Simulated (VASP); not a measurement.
A run of VASP 6.6.1:

INCAR

```
  ALGO = Normal
  EDIFF = 1E-6
  ENCUT = 520
  GGA = PE
  ISIF = 2
  ISMEAR = 0
  LASPH = True
  LCHARG = False
  LREAL = False
  LWAVE = False
  NBANDS = 46
  NELM = 60
  PREC = Accurate
  SIGMA = 0.02
```

File KPOINTS:

```
k-points
0
Gamma
  8 8 4
```

The input POSCAR:

```
Cd4Se3S
1.0
    4.3365106568      0.0000000000      0.0000000000
    0.0000000000      4.3365106568      0.0000000000
    0.0000000000      0.0000000000     12.2326177209
Cd Se S
4 3 1
Direct
    0.5000000000      0.0000000000      0.8843514796
    0.0000000000      0.5000000000      0.1156485204
    0.5000000000      0.0000000000      0.3716567237
    0.0000000000      0.5000000000      0.6283432763
    0.5000000000      0.5000000000      0.2435707226
    0.0000000000      0.0000000000      0.5000000000
    0.5000000000      0.5000000000      0.7564292774
    0.0000000000      0.0000000000      0.0000000000
```

Potentials or basis: VASP PAW PBE potentials, release 64 (Cd, Se, S).

Launch:

```console
$ cat potpaw_PBE.64/Cd/POTCAR potpaw_PBE.64/Se/POTCAR potpaw_PBE.64/S/POTCAR > POTCAR
$ mpirun -np 1 vasp_std > vasp.out
```

Hardware: 1 thread of Intel(R) Xeon(R) 6975P-C (Granite Rapids), with other jobs on the host.

**Question.** Estimate the wall time of this run.

**Answer.** Run time: 3.3 min on 1 thread of Intel(R) Xeon(R) 6975P-C (Granite Rapids) (shared host), peak memory 0.54 GiB. Counts: scf iterations 15, k points 45.
